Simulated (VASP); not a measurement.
Set up this calculation in VASP 6.6.1, as the native input.

```yaml
Task: single point
Functional: PBE
Potentials_or_basis: VASP PAW PBE potentials, release 64 (Fe, O)
Cutoff: 520 eV
k_mesh: 8 × 5 × 7
Occupations: fermi-dirac, width 0.03 eV
Spin: collinear spin, antiferromagnetic start
Starting_moments: "[4.0, -4.0, 0.0, 0.0] μB"
Dipole_correction: no
Further_INCAR_settings: ALGO = Normal; EDIFF = 1e-06; NBANDS = 26
```

The structure of FeO lies in POSCAR:

```
FeO
1.0
   -1.5176813800     -0.8762337500     -2.5157933600
    1.5176813800      0.8762337500     -5.0315867100
    1.5176813800     -2.6287012500      0.0000000000
Fe O
2 2
Direct
    0.0000000000      0.0000000000      0.0000000000
    0.0000000000      0.5000000000      0.5000000000
    0.5000000000      0.0000000000      0.5000000000
    0.5000000000      0.5000000000      0.0000000000
```

The input as run:

INCAR

```
SYSTEM = FeO
PREC = Accurate
ENCUT = 520
EDIFF = 1E-6
ISMEAR = -1
SIGMA = 0.03
LREAL = .FALSE.
LASPH = .TRUE.
NELM = 150
ALGO = Normal
ISIF = 2
LWAVE = .FALSE.
LCHARG = .FALSE.
ISPIN = 2
MAGMOM = 4 -4 0 0
LORBIT = 11
LMAXMIX = 4
GGA = PE
NBANDS = 26
```

KPOINTS

```
regular mesh
0
G
  8 5 7
  0 0 0
```

Potentials or basis: VASP PAW PBE potentials, release 64 (Fe, O).

Run with:

```bash
$ cat potpaw_PBE.64/Fe/POTCAR potpaw_PBE.64/O/POTCAR > POTCAR
$ mpirun -np 1 vasp_std > vasp.out
```

Results of the run:

```
Pressure                                              : 0.9 GPa
Band gap on the k mesh                                : zero (filled and empty bands overlap)
Net moment                                            : 0.00 μB per cell
Site moments                                          : Fe +3.54, -3.54; O +0.10, -0.10 μB
Valence electrons inside the program's atomic spheres : Fe 6.74; O 4.99
```

Caveat: semilocal functionals often make such compounds metallic where correlation or magnetic order opens a gap, which also shifts bond lengths.

Run time: 5.3 min on 1 thread of Intel(R) Xeon(R) Platinum 8559C (Emerald Rapids) (shared host), peak memory 0.27 GiB.
